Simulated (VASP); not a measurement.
# MnO (Fm-3m) in VASP: a series of runs

MnO is run at these levels: PBE, PBEsol, RPBE, revPBE; tasks: single point.

Program: VASP 6.6.1. These are calculated values, not measurements. Logs are shortened: lines on timing, memory, paths and dates and some standing lists are left out, and cuts for length are marked.

## Step 1: The cell of the first run

Symmetry: Fm-3m, No. 225, cubic system. The conventional cell has a = 4.448 Å, b = 4.448 Å, c = 4.448 Å, α = 90.00°, β = 90.00°, γ = 90.00°. Within 2.9 Å of Mn (site symmetry m-3m) lie 6 O at 2.22 Å. Within 2.9 Å of O (site symmetry m-3m) lie 6 Mn at 2.22 Å.

## Step 2: Single point, PBE, collinear spin, ferromagnetic start

INCAR

```
SYSTEM = MnO
PREC     = Accurate       ! precision mode
ENCUT    = 600            ! plane-wave cutoff, eV
EDIFF    = 1E-6           ! SCF threshold, eV
ISMEAR   = -1             ! smearing method
SIGMA    = 0.05           ! smearing width, eV
LREAL    = .FALSE.        ! projectors in reciprocal space
LASPH    = .TRUE.         ! aspherical terms in the spheres
NELM     = 200            ! most SCF steps
ALGO     = Normal         ! electronic algorithm
ISIF     = 2              ! what is computed and relaxed
LWAVE    = .FALSE.        ! write WAVECAR
LCHARG   = .FALSE.        ! write CHGCAR
ISPIN    = 2              ! spin polarisation
MAGMOM   = 1 0            ! initial moments
LORBIT   = 11             ! projections on sites
NUPDOWN  = 1.0            ! fixed moment
LMAXMIX  = 4              ! l up to which the mixer works
GGA      = PE             ! functional
NBANDS   = 22             ! bands
GGA_COMPAT= .FALSE.
```

KPOINTS

```
Automatic mesh
0
G
  9 9 9
  0 0 0
```

POSCAR

```
MnO
1.0
    0.0000000000      2.2239077028      2.2239077028
    2.2239077028      0.0000000000      2.2239077028
    2.2239077028      2.2239077028      0.0000000000
Mn O
1 1
Direct
    0.0000000000      0.0000000000      0.0000000000
    0.5000000000      0.5000000000      0.5000000000
```

Potentials or basis: VASP PAW PBE potentials, release 64 (Mn_sv, O).

Started as:

```console
cat potpaw_PBE.64/Mn_sv/POTCAR potpaw_PBE.64/O/POTCAR > POTCAR
mpirun -np 1 vasp_std > vasp.out
```

OUTCAR:

```text
SYSTEM = MnO
   PREC = Accurate
   ENCUT = 600
   EDIFF = 1E-6
   ISMEAR = -1
   LREAL = .FALSE.
   LASPH = .TRUE.
   NELM = 200
   ISIF = 2
   ISPIN = 2
   LORBIT = 11
   NUPDOWN = 1.0
   GGA = PE

 ion  position               nearest neighbor table
   1  0.000  0.000  0.000-   2 2.22   2 2.22   2 2.22   2 2.22   2 2.22   2 2.22
   2  0.500  0.500  0.500-   1 2.22   1 2.22   1 2.22   1 2.22   1 2.22   1 2.22

  LATTYP: Found a face centered cubic cell.
 ALAT       =     4.4478154056

  Lattice vectors:

 A1 = (   0.0000000000,   2.2239077028,   2.2239077028)
 A2 = (   2.2239077028,   0.0000000000,   2.2239077028)
 A3 = (   2.2239077028,   2.2239077028,   0.0000000000)

Analysis of symmetry for initial positions (statically):
=====================================================================
 Subroutine PRICEL returns:
 Original cell was already a primitive cell.

 Routine SETGRP: Setting up the symmetry group for a
 face centered cubic supercell.

 Subroutine GETGRP returns: Found 48 space group operations
 (whereof 48 operations were pure point group operations)
 out of a pool of 48 trial point group operations.

The static configuration has the point symmetry O_h .

Analysis of symmetry for dynamics (positions and initial velocities):
=====================================================================
 Subroutine PRICEL returns:
 Original cell was already a primitive cell.

 Routine SETGRP: Setting up the symmetry group for a
 face centered cubic supercell.

 Subroutine GETGRP returns: Found 48 space group operations
 (whereof 48 operations were pure point group operations)
 out of a pool of 48 trial point group operations.

The dynamic configuration has the point symmetry O_h .

Analysis of structural, dynamic, and magnetic symmetry:
=====================================================================
 Subroutine PRICEL returns:
 Original cell was already a primitive cell.

 Routine SETGRP: Setting up the symmetry group for a
 face centered cubic supercell.

 Subroutine GETGRP returns: Found 48 space group operations
 (whereof 48 operations were pure point group operations)
 out of a pool of 48 trial point group operations.

The overall configuration has the point symmetry O_h .

 Subroutine INISYM returns: Found 48 space group operations
 (whereof 48 operations are pure point group operations),
 and found     1 'primitive' translations

----------------------------------------------------------------------------------------
[... 115 lines left out ...]
  Fermi-wavevector in a.u.,A,eV,Ry     =   1.611961  3.046164 35.353623  2.598418
  Thomas-Fermi vector in A             =   2.707267
   LORBIT       =     11    0 simple, 1 ext, 2 COOP (PROOUT), +10 PAW based schemes
   GGA     = PE    functional components
   LHFCALC =     F    Hartree Fock is set to
   AEXX    =    0.0000 exact exchange contribution
   IVDW    =     0    specifies the selected vdW correction
   LEPSILON=     F    determine dielectric tensor
   LRPA    =     F    only Hartree local field effects (RPA)
 spin polarized calculation
  energy-cutoff  :      600.00
  volume of cell :       22.00
 maximum number of plane-waves:       751
 NGX is ok and might be reduce to    28
   NGX = 13   NGY = 13   NGZ = 13

 number of electron      21.0000010 magnetization       1.0000001

 Free energy of the ion-electron system (eV)
  ---------------------------------------------------
  ext. energy  EPLUGINS =         0.00000000
  ---------------------------------------------------
  free energy    TOTEN  =       -14.71786605 eV

  energy without entropy =      -14.70184983  energy(sigma->0) =      -14.70985794

 E-fermi :   9.2027     XC(G=0): -12.0409

 val. band max:        9.1949372055   @ k =   0.2222   0.1111   0.0000
 cond. band min:       8.5783205747   @ k =   0.0000   0.0000   0.0000
 fundamental gap:     -0.6166166308
 Fermi energy:         8.4625907476

 spin component 1

 k-point     1 :       0.0000    0.0000    0.0000
  band No.  band energies     occupation
      1     -70.9001      1.00000
      2     -39.6431      1.00000
      3     -39.6428      1.00000
      4     -39.6427      1.00000
      5     -11.3470      1.00000
      6       5.0926      1.00000
[... 589 lines left out ...]
     21      37.3275      0.00000
     22      37.3275      0.00000

 [... further k-points ...]

 spin component 2

 k-point     1 :       0.0000    0.0000    0.0000
  band No.  band energies     occupation
      1     -69.9456      1.00000
      2     -38.7089      1.00000
      3     -38.7089      1.00000
      4     -38.7089      1.00000
      5     -11.2741      1.00000
      6       5.1553      1.00000
[... 589 lines left out ...]
     21      37.3418      0.00000
     22      37.3418      0.00000

 [... further k-points ...]

------------------------ aborting loop because EDIFF is reached ----------------------------------------

  FORCE on cell =-STRESS in cart. coord.  units (eV):
  Direction    XX          YY          ZZ          XY          YZ          ZX
  --------------------------------------------------------------------------------------
  -------------------------------------------------------------------------------------
  Total       -3.6614396     -3.6614396     -3.6614396     -0.0000000     -0.0000000     -0.0000000
  in kB     -266.6749234   -266.6749234   -266.6749234     -0.0000000     -0.0000000     -0.0000000
  external PRESSURE =    -266.6749234 kB  Pullay stress =       0.0000000 kB

 VOLUME and BASIS-vectors are now :
 -----------------------------------------------------------------------------
  energy-cutoff  :      600.00
  volume of cell :       22.00
      direct lattice vectors                 reciprocal lattice vectors
     0.000000000  2.223907703  2.223907703    -0.224829474  0.224829474  0.224829474
     2.223907703  0.000000000  2.223907703     0.224829474 -0.224829474  0.224829474
     2.223907703  2.223907703  0.000000000     0.224829474  0.224829474 -0.224829474

 POSITION                                       TOTAL-FORCE (eV/Angst)
 -----------------------------------------------------------------------------------
      0.00000      0.00000      0.00000        -0.000000     -0.000000     -0.000000
      2.22391      2.22391      2.22391         0.000000      0.000000      0.000000
 -----------------------------------------------------------------------------------
    total drift:                                0.000000      0.000000      0.000000

  FREE ENERGIE OF THE ION-ELECTRON SYSTEM (eV)
  ---------------------------------------------------
  free  energy   TOTEN  =       -14.7178660468 eV

  energy  without entropy=      -14.7018498293  energy(sigma->0) =      -14.70985794

 total charge

# of ion       s       p       d       tot
------------------------------------------
    1        2.103   6.003   4.720  12.825
    2        1.559   3.353   0.000   4.912
--------------------------------------------------
tot          3.662   9.356   4.720  17.737

 magnetization (x)

# of ion       s       p       d       tot
------------------------------------------
    1       -0.002  -0.001   0.919   0.916
    2       -0.020   0.074   0.000   0.054
--------------------------------------------------
tot         -0.022   0.073   0.919   0.970
```

OSZICAR:

```text
N       E                     dE             d eps       ncg     rms          rms(c)
DAV:   1     0.278177279507E+03    0.27818E+03   -0.12508E+04  3416   0.138E+03
DAV:   2    -0.218858857778E+01   -0.28037E+03   -0.26598E+03  3164   0.429E+02
DAV:   3    -0.165983812703E+02   -0.14410E+02   -0.14176E+02  4280   0.113E+02
DAV:   4    -0.173799655595E+02   -0.78158E+00   -0.77593E+00  4488   0.231E+01
DAV:   5    -0.173868020343E+02   -0.68365E-02   -0.68352E-02  4068   0.220E+00    0.143E+01
DAV:   6    -0.177424708683E+02   -0.35567E+00   -0.31313E+01  4764   0.656E+01    0.266E+01
DAV:   7    -0.146497151274E+02    0.30928E+01   -0.24634E+01  4310   0.532E+01    0.527E+00
DAV:   8    -0.145850259639E+02    0.64689E-01   -0.63615E-01  4264   0.556E+00    0.262E+00
DAV:   9    -0.146858917704E+02   -0.10087E+00   -0.61806E-01  4974   0.399E+00    0.181E+00
DAV:  10    -0.147119919830E+02   -0.26100E-01   -0.57962E-02  4732   0.158E+00    0.145E+00
DAV:  11    -0.147143287011E+02   -0.23367E-02   -0.12370E-03  3904   0.313E-01    0.124E+00
DAV:  12    -0.147174579479E+02   -0.31292E-02   -0.11833E-02  4728   0.101E+00    0.187E-01
DAV:  13    -0.147178248344E+02   -0.36689E-03   -0.12763E-03  4550   0.205E-01    0.614E-02
DAV:  14    -0.147178583546E+02   -0.33520E-04   -0.42809E-05  4794   0.663E-02    0.222E-02
DAV:  15    -0.147178606193E+02   -0.22646E-05   -0.56125E-05  4270   0.458E-02    0.125E-02
DAV:  16    -0.147178655954E+02   -0.49762E-05   -0.33140E-05  4346   0.322E-02    0.736E-03
DAV:  17    -0.147178660468E+02   -0.45131E-06   -0.11106E-06  2290   0.118E-02
   1 F= -.14717866E+02 E0= -.14709858E+02  d E =-.160162E-01  mag=     1.0000
```

stdout:

```text
POSCAR found type information on POSCAR MnO
 POSCAR found :  2 types and       2 ions
 scaLAPACK will be used
 LDA part: xc-table for (Slater+PW92), standard interpolation
 POSCAR, INCAR and KPOINTS ok, starting setup
 FFT: planning ... GRIDC
 FFT: planning ... GRID_SOFT
 FFT: planning ... GRID
 WAVECAR not read
 entering main loop
```

It took 35 s on 1 thread of Intel Xeon Platinum 8559C (Emerald Rapids), shared host; peak memory 0.18 GiB.

Results:

* Free energy: -14.7179 eV
* Pressure: -26.7 GPa
* Net moment: 1.00 μB per cell
* Site moments: Mn +0.92; O +0.05 μB
* Valence electrons inside the program's atomic spheres: Mn 12.82; O 4.91

Caveat: the total moment is fixed, so each spin has its own Fermi level; a cell with one magnetic atom can't hold antiferromagnetic order, which such compounds often take.

[end of part 1 of 3]
